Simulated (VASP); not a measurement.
Runs of VASP 6.6.1 on K. The structure is that of space group Fm-3m (No. 225), or close to it. The cells are those of the table. 

| level | spin | cell | smearing | gap on the mesh (eV) | pressure (GPa) |
| --- | --- | --- | --- | --- | --- |
| RPBE | collinear, ferromagnetic start | a = 4.797 Å, angles 60.0°, 1 atom | methfessel-paxton 0.05 eV | none | 0.1 |
| PBE | off | a = 4.699 Å, angles 60.0°, 1 atom | fermi-dirac 0.05 eV | none | (a) |
| PBE | off | a = 4.797 Å, angles 60.0°, 1 atom | fermi-dirac 0.05 eV | none | -0.2 |
| PBE | off | a = 4.891 Å, angles 60.0°, 1 atom | fermi-dirac 0.05 eV | none | -0.3 |

Alike in all rows: task single point; potentials or basis VASP PAW PBE potentials, release 64 (K_sv); k mesh 7 × 7 × 7; cutoff (eV) 520.

Problem. Estimate the missing entries.

Solution. (a) 0.0.

Caveats: the PAW data sets were made with another functional, which shifts forces and pressure a little (some runs).

A gap of «none» marks levels without a gap at the run's occupations.
